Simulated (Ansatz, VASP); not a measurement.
**GaP: VASP beside Ansatz**

File POSCAR:

```
GaP
1.0
    0.0000000000      2.6115633931      2.6115633931
    2.6115633931      0.0000000000      2.6115633931
    2.6115633931      2.6115633931      0.0000000000
Ga P
1 1
Direct
    0.0000000000      0.0000000000      0.0000000000
    0.2500000000      0.2500000000      0.2500000000
```

The input INCAR.step1:

```
PREC     = Accurate       # precision mode
ENCUT    = 520            # plane-wave cutoff, eV
ISMEAR   = -1             # smearing method
SIGMA    = 0.1            # smearing width, eV
LREAL    = F              # projectors in reciprocal space
LASPH    = T              # aspherical terms in the spheres
NELM     = 100            # most SCF steps
NBANDS   = 16             # bands
GGA      = PE             # functional
ALGO     = Normal         # electronic algorithm
EDIFF    = 1E-4           # SCF threshold, eV
LWAVE    = T              # write WAVECAR
LCHARG   = F              # write CHGCAR
```

Contents of INCAR.step2:

```
PREC     = Accurate       # precision mode
ENCUT    = 520            # plane-wave cutoff, eV
EDIFF    = 1E-7           # SCF threshold, eV
ISMEAR   = -1             # smearing method
SIGMA    = 0.1            # smearing width, eV
LREAL    = F              # projectors in reciprocal space
LASPH    = T              # aspherical terms in the spheres
NELM     = 100            # most SCF steps
ALGO     = Normal         # electronic algorithm
ISIF     = 2              # what is computed and relaxed
LWAVE    = F              # write WAVECAR
LCHARG   = F              # write CHGCAR
METAGGA  = R2SCAN         # meta-GGA
LMIXTAU  = T            
NBANDS   = 16             # bands
ISTART   = 1
```

KPOINTS

```
regular mesh
0
Gamma
  6 6 6
```

Input for Ansatz:

```yaml
crystal:
  lattice:
    - [0.0, 2.6115633930920703, 2.6115633930920703]
    - [2.6115633930920703, 0.0, 2.6115633930920703]
    - [2.6115633930920703, 2.6115633930920703, 0.0]
  atoms:
    - { symbol: Ga, position: [0.0, 0.0, 0.0] }
    - { symbol: P, position: [0.25, 0.25, 0.25] }
basis:
  ecutwfc: 600.0
kpoints:
  mp_grid:
    grid: [6, 6, 6]
hamiltonian:
  xc: r2scan
scf:
  occupations:
    method: fermi_dirac
output:
  stress: true
```

Alike in both runs: task single point; functional r2SCAN; k mesh 6 × 6 × 6; no spin polarisation.

|  | VASP | Ansatz |
| --- | --- | --- |
| version | VASP 6.6.1 | Ansatz 0.2.0 |
| potentials or method | VASP PAW PBE potentials, release 64 (Ga_d, P), cutoff 520 eV | plane waves, PAW |
| occupations | fermi-dirac, width 0.1 eV | fermi-dirac |
| valence electrons in the cell | 18 | 18 |

|  | VASP | Ansatz | Ansatz less VASP |
| --- | --- | --- | --- |
| pressure (GPa) | 14.9 | 14.9 | +0.01 |

VASP's potentials were made for PBE, not for r2SCAN.
